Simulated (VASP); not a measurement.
**SnO: single point with PBEsol**

The system is SnO.

```
CELL_PARAMETERS angstrom
3.81370 0.00000 0.00000
0.00000 3.81370 0.00000
0.00000 0.00000 4.88691
ATOMIC_POSITIONS crystal
Sn 0.00000 0.50000 0.23537
Sn 0.50000 0.00000 0.76463
O 0.50000 0.50000 0.00000
O 0.00000 0.00000 0.00000
```

```
Program                : VASP 6.6.1
Task                   : single point
Functional             : PBEsol
Potentials or basis    : VASP PAW PBE potentials, release 64 (Sn_d, O)
Cutoff                 : 520 eV
k mesh                 : 6 × 6 × 4
Occupations            : gaussian, width 0.1 eV
Spin                   : no spin polarisation
Dipole correction      : no
Further INCAR settings : ALGO = Normal; EDIFF = 1e-07; NBANDS = 28
```

```yaml
Pressure: -0.3 GPa
Largest_force: 0.168 eV/Å
Band_gap_on_the_k_mesh: 0.14 eV, indirect (least direct gap 1.98 eV)
```

Forces in eV/Å, atoms in the order of the input:
```
Sn   0.000  0.000  0.168
Sn   0.000  0.000 -0.168
O    0.000  0.000  0.000
O    0.000  0.000  0.000
```

Levels at points of the mesh, in eV from the valence-band top:
```tsv
k point	band 17	band 18	band 19	band 20	band 21	band 22	band 23	band 24
(0.00, 0.00, 0.00)	-3.44	-3.15	-3.15	0.00	2.00	4.18	4.75	4.75
(0.50, 0.00, 0.00)	-4.84	-4.84	-2.64	-2.64	3.12	3.12	5.86	5.86
(0.50, 0.50, 0.00)	-2.48	-2.48	-1.84	-1.84	0.14	0.14	4.39	4.39
(0.00, 0.00, 0.50)	-3.20	-3.17	-3.17	-2.17	1.58	3.01	3.01	3.67
(0.50, 0.00, 0.50)	-4.80	-4.80	-1.69	-1.69	2.52	2.52	5.45	5.45
(0.50, 0.50, 0.50)	-2.61	-2.61	-2.48	-2.48	2.39	2.39	3.92	3.92
```

Run time: 22 s on 1 thread of Intel(R) Xeon(R) 6975P-C (Granite Rapids), on a shared host, peak memory 0.19 GiB.

Caveat: the PAW data sets were made with another functional, which shifts forces and pressure a little; spin-orbit coupling is left out, which moves the levels of the heavy elements. A k mesh can miss the band edges.
